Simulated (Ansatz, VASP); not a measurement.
# Ta: VASP beside Ansatz

```
Ta
1.0
    -1.66041    1.66041    1.66041
     1.66041   -1.66041    1.66041
     1.66041    1.66041   -1.66041
Ta
1
Direct
  0.00000 0.00000 0.00000
```

Alike in both runs: functional PBE; k mesh 16 × 16 × 16; occupations fermi-dirac, width 0.05 eV; no spin polarisation.

Ansatz relaxed the structure, and its values are those at the end. VASP's run is a single point on that final structure, the one shown.

|  | VASP | Ansatz |
| --- | --- | --- |
| version | VASP 6.6.1 | Ansatz 0.2.0 |
| potentials or method | VASP PAW PBE potentials, release 64 (Ta_pv) | PAW with Ansatz's default frozen-core files, scalar-relativistic |
| plane-wave cutoff (eV) | 520 | 420 |
| valence electrons in the cell | 11 | 13 |

```csv
,VASP,Ansatz,Ansatz less VASP
pressure (GPa),0.1,0.0,-0.09
```

VASP's potentials hold 11 valence electrons a cell and Ansatz's 13, so a difference there can come from the potentials and not from the codes.

Spin-orbit coupling is off throughout.
